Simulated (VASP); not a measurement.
A run of VASP 6.6.1 is set up as follows.

File INCAR:

```
SYSTEM = Mg2Te3O
  PREC = Accurate
  ENCUT = 600
  EDIFF = 1E-6
  ISMEAR = 0
  SIGMA = 0.1
  LREAL = .False.
  LASPH = .True.
  NELM = 100
  ALGO = Normal
  ISIF = 3
  LWAVE = .False.
  LCHARG = .False.
  GGA = PE
  IBRION = 2
  NSW = 100
  EDIFFG = -0.01
```

Contents of KPOINTS:

```
regular mesh
0
Gamma
  12 12 4
  0 0 0
```

Contents of POSCAR:

```
Mg2Te3O
1.0
    3.1112542659      0.0000000000      0.0000000000
    0.0000000000      3.1112542659      0.0000000000
    0.0000000000      0.0000000000     15.2373212301
Mg Te O
2 3 1
Direct
    0.0000000000      0.0000000000      0.1102539775
    0.5000000000      0.5000000000      0.4724724598
    0.0000000000      0.0000000000      0.6111821269
    0.0000000000      0.0000000000      0.3330872366
    0.5000000000      0.5000000000      0.8607659824
    0.5000000000      0.5000000000      0.1122382268
```

Potentials or basis: VASP PAW PBE potentials, release 64 (Mg, Te, O).

The run is started by

```console
$ cat potpaw_PBE.64/Mg/POTCAR potpaw_PBE.64/Te/POTCAR potpaw_PBE.64/O/POTCAR > POTCAR
$ mpirun -np 1 vasp_std > vasp.out
```

Task: Estimate the band gap on the k mesh.

Result: Zero (bands 14 and 15 overlap by 2.80 eV).

Task: Predict the relaxed cell.

Result: a = 3.085 Å, b = 3.085 Å, c = 15.468 Å, α = 90.00°, β = 90.00°, γ = 90.00°.

The path:
| step | energy change (eV) | largest force (eV/Å) | pressure (GPa) | volume (Å³) |
| --- | --- | --- | --- | --- |
| 1 | 0.0000 | 0.1979 | 0.02 | 147.50 |
| 2 | -0.0110 | 0.1692 | 0.10 | 147.55 |
| 3 | -0.0197 | 0.0238 | 0.53 | 147.67 |
| 4 | -0.0221 | 0.0837 | 0.33 | 147.64 |
| 5 | -0.0222 | 0.0737 | 0.36 | 147.64 |
| 6 | -0.0229 | 0.0300 | -0.30 | 149.36 |
| 7 | -0.0236 | 0.0238 | -0.06 | 148.62 |
| 8 | -0.0236 | 0.0275 | 0.01 | 148.55 |
| 9 | -0.0236 | 0.0252 | 0.01 | 148.59 |
| 10 | -0.0236 | 0.0243 | 0.00 | 148.60 |
| 11 | -0.0236 | 0.0228 | -0.02 | 148.56 |
| 12 | -0.0238 | 0.0180 | -0.01 | 148.44 |
| 13 | -0.0238 | 0.0560 | 0.00 | 148.19 |
| 14 | -0.0239 | 0.0388 | 0.00 | 148.30 |
| 15 | -0.0239 | 0.0377 | -0.02 | 148.27 |
| 16 | -0.0241 | 0.0348 | -0.01 | 148.17 |
| 17 | -0.0243 | 0.0291 | -0.01 | 147.97 |
| 18 | -0.0246 | 0.0185 | 0.01 | 147.57 |
| 19 | -0.0246 | 0.0208 | 0.00 | 147.50 |
| 20 | -0.0246 | 0.0250 | 0.01 | 147.37 |
| 21 | -0.0246 | 0.0174 | -0.03 | 147.33 |
| 22 | -0.0246 | 0.0180 | -0.02 | 147.34 |
| 23 | -0.0246 | 0.0191 | -0.01 | 147.34 |
| 24 | -0.0246 | 0.0224 | 0.01 | 147.36 |
| 25 | -0.0246 | 0.0203 | -0.01 | 147.35 |
| 26 | -0.0246 | 0.0200 | -0.01 | 147.35 |
| 27 | -0.0246 | 0.0193 | -0.02 | 147.34 |
| 28 | -0.0247 | 0.0095 | 0.05 | 147.20 |

Caveat: spin-orbit coupling is left out, which moves the levels of the heavy elements.
